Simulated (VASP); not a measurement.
Runs of VASP 6.6.1 on SrAl3O2. The structure is that of space group P6/mmm (No. 191), or close to it. The cells are those of the table. 

```csv
task,spin,cell,k mesh,cutoff (eV),gap on the mesh (eV),pressure (GPa),moment (μB)
single point,"collinear, ferromagnetic start","a = 6.210, b = 6.210, c = 3.102 Å, angles 90.0, 90.0, 120.0°, 6 atoms",6 × 6 × 4,520,none,0.2,0.00
single point,off,"a = 6.222, b = 6.222, c = 3.103 Å, angles 90.0, 90.0, 120.0°, 6 atoms",6 × 6 × 12,520,none,0.0,-
single point,"collinear, ferromagnetic start","a = 4.962, b = 4.962, c = 4.893 Å, angles 90.0, 90.0, 120.0°, 6 atoms",6 × 6 × 4,520,none,(a),0.68
relaxation of cell and atoms,off,"relaxed from a = 6.210, b = 6.210, c = 3.102 Å, angles 90.0, 90.0, 120.0°, 6 atoms",6 × 6 × 12,600,none,0.0,-
relaxation of cell and atoms,off,"relaxed from a = 6.210, b = 6.210, c = 3.102 Å, angles 90.0, 90.0, 120.0°, 6 atoms",3 × 3 × 6,600,none,0.2,-
single point,off,"a = 6.210, b = 6.210, c = 3.102 Å, angles 90.0, 90.0, 120.0°, 6 atoms",3 × 3 × 6,520,none,0.3,-
```

Alike in all rows: level PBE; potentials or basis VASP PAW PBE potentials, release 64 (Sr_sv, Al, O); smearing gaussian 0.1 eV.

Question: Fill in the values left out.

Answer: (a) 20.9.

Caveats: some runs use coarse meshes; an odd number of electrons without spin polarisation forces a metal (some runs); a magnetic or distorted state may lie lower (some runs); the relaxation stopped at its first step, so nothing moved (some runs).

A k mesh can miss the band edges, and the runs leave out spin-orbit coupling on Sr.

A gap of «none» marks levels without a gap at the run's occupations.
